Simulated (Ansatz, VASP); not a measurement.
InSe: VASP beside Ansatz

File INCAR:

```
  PREC = Accurate
  ENCUT = 520
  EDIFF = 1E-8
  ISMEAR = -1
  SIGMA = 0.01
  LREAL = F
  LASPH = T
  NELM = 80
  ALGO = Normal
  ISIF = 2
  LWAVE = F
  LCHARG = F
  GGA = PE
  LEFG = T
  NBANDS = 27
```

KPOINTS

```
regular mesh
0
Gamma
  7 7 7
```

The input POSCAR:

```
InSe
1.0
    2.0399996433      1.1777943432      8.3166700000
   -2.0399996433      1.1777943432      8.3166700000
    0.0000000000     -2.3555886865      8.3166700000
In Se
2 2
Direct
    0.0000000000      0.0000000000      0.0000000000
    0.1122000000      0.1122000000      0.1122000000
    0.6155000000      0.6155000000      0.6155000000
    0.8300000000      0.8300000000      0.8300000000
```

Input for Ansatz:

```yaml
crystal:
  lattice:
    - [2.0399996433, 1.1777943432, 8.31667]
    - [-2.0399996433, 1.1777943432, 8.31667]
    - [0.0, -2.3555886865, 8.31667]
  atoms:
    - { symbol: In, position: [0.0, 0.0, 0.0] }
    - { symbol: In, position: [0.1122, 0.1122, 0.1122] }
    - { symbol: Se, position: [0.6155, 0.6155, 0.6155] }
    - { symbol: Se, position: [0.83, 0.83, 0.83] }
kpoints:
  mp_grid: { grid: [7, 7, 7] }
scf:
  occupations: { method: fermi_dirac, width: 0.01 }
hamiltonian:
  xc: pbe
  pseudopotentials: { kind: all_electron, datasets: crystal }
output:
  forces: true
  stress: true
  eigenvalues: true
  efg: { contact_densities: true }
```

Change from the starting cell: equal xx and yy strain of +2 %, crystal datasets.

Alike in both runs: task electric field gradients; functional PBE; k mesh 7 × 7 × 7; occupations fermi-dirac, width 0.01 eV; no spin polarisation.

```csv
,VASP,Ansatz
version,VASP 6.6.1,Ansatz 0.2.0
potentials or method,"VASP PAW PBE potentials, release 64 (In_d, Se), cutoff 520 eV","all-electron PAW with datasets made for the crystal, scalar-relativistic"
```

```tsv
	VASP	Ansatz	Ansatz less VASP
gap on the k mesh at the Fermi level (eV)	0.59	0.60	+0.011
pressure (GPa)	0.8	0.8	-0.03
traceless stress, the component that is largest in VASP (GPa)	0.44	0.44	+0.001
rms of the force components (eV/Å)	0.053	0.060	+0.0074
size of Vzz on the site where it differs most (V/Å²)	71.7	74.8	+3.08
```

Atom by atom the forces differ by 0.007 eV/Å (rms over components). Ansatz ran all-electron here, and VASP with PAW potentials.
